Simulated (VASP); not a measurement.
# Mg3ZnTe4: single point with PBE

Mg3ZnTe4:

```
Mg Zn Te
1.0
     4.53318    0.00000    0.00000
     0.00000    4.53318    0.00000
     0.00000    0.00000   12.92369
Mg Zn Te
3 1 4
Cartesian
  0.0000 0.0000 9.7784
  2.2666 2.2666 6.4618
  0.0000 0.0000 3.1453
  2.2666 2.2666 0.0000
  2.2666 0.0000 8.1205
  0.0000 2.2666 4.8032
  2.2666 0.0000 1.4845
  0.0000 2.2666 11.4392
```

```yaml
Program: VASP 6.6.1
Task: single point
Functional: PBE
Potentials_or_basis: VASP PAW PBE potentials, release 64 (Mg, Zn, Te)
Cutoff: 520 eV
k_mesh: 4 × 4 × 2
Occupations: gaussian, width 0.1 eV
Spin: no spin polarisation
Dipole_correction: no
Further_INCAR_settings: ALGO = Normal; EDIFF = 1e-06; NBANDS = 31
```

```json
{
 "Pressure": "0.1 GPa",
 "Largest force": "0.015 eV/Å",
 "Band gap on the k mesh": "1.81 eV"
}
```

Forces on the atoms (eV/Å):
```
Mg   0.000  0.000  0.002
Mg   0.000  0.000  0.000
Mg   0.000  0.000 -0.002
Zn   0.000  0.000  0.000
Te   0.000  0.000  0.000
Te   0.000  0.000  0.000
Te   0.000  0.000  0.015
Te   0.000  0.000 -0.015
```

Stress tensor (GPa, compression positive):
```
 0.13  0.00  0.00
 0.00  0.13  0.00
 0.00  0.00 -0.07
```

Levels at points of the mesh, in eV from the valence-band top:
| k point | band 18 | band 19 | band 20 | band 21 | band 22 | band 23 | band 24 | band 25 |
| --- | --- | --- | --- | --- | --- | --- | --- | --- |
| (0.00, 0.00, 0.00) | -0.69 | -0.03 | 0.00 | 0.00 | 1.81 | 2.74 | 3.02 | 3.70 |
| (0.50, 0.00, 0.00) | -0.53 | -0.52 | -0.49 | -0.48 | 2.29 | 3.07 | 3.86 | 4.25 |
| (0.50, 0.50, 0.00) | -1.41 | -1.40 | -1.40 | -1.34 | 2.73 | 2.73 | 2.94 | 3.39 |
| (0.00, 0.00, 0.50) | -0.40 | -0.40 | -0.14 | -0.14 | 2.34 | 3.03 | 3.09 | 3.19 |
| (0.50, 0.00, 0.50) | -0.60 | -0.53 | -0.53 | -0.48 | 2.60 | 3.62 | 3.66 | 3.74 |
| (0.50, 0.50, 0.50) | -1.59 | -1.59 | -1.50 | -1.50 | 3.24 | 3.24 | 3.47 | 3.57 |

It took 57 s on 1 thread of Intel(R) Xeon(R) 6975P-C (Granite Rapids), with other jobs on the host, peak memory 0.39 GiB.

Caveat: spin-orbit coupling is left out, which moves the levels of the heavy elements. A k mesh can miss the band edges.
